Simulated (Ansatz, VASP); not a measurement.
**One calculation of Ta, two programs**

```xyz
1
Lattice="-1.6926 1.6100 1.6513 1.6926 -1.6100 1.6513 1.6926 1.6100 -1.6513" Properties=species:S:1:pos:R:3 pbc="T T T"
Ta    0.0000    0.0000    0.0000
```

Change from the starting cell: strain +0.0250 x Voigt [1, -1, 0, 0, 0, 0], atoms carried along.

Alike in both runs: task single point; functional PBEsol; k mesh 20 × 20 × 20; occupations gaussian, width 0.15 eV; no spin polarisation.

```csv
,VASP,Ansatz
version,VASP 6.6.1,Ansatz 0.2.0
potentials or method,"VASP PAW PBE potentials, release 64 (Ta_pv), cutoff 520 eV","scalar-relativistic, plane waves, PAW"
valence electrons in the cell,11,13
```

```csv
,VASP,Ansatz,Ansatz less VASP
gap on the k mesh at the Fermi level (eV),none,none,-
pressure (GPa),-3.4,-3.5,-0.14
"traceless stress, the component that is largest in VASP (GPa)",2.81,2.81,+0.007
```

VASP's potentials were made for PBE, not for PBEsol. A gap of «none» marks a metal or a gap that the smearing closes. VASP's potentials hold 11 valence electrons a cell and Ansatz's 13, so a difference there can come from the potentials and not from the codes.

Neither program's run includes spin-orbit coupling.
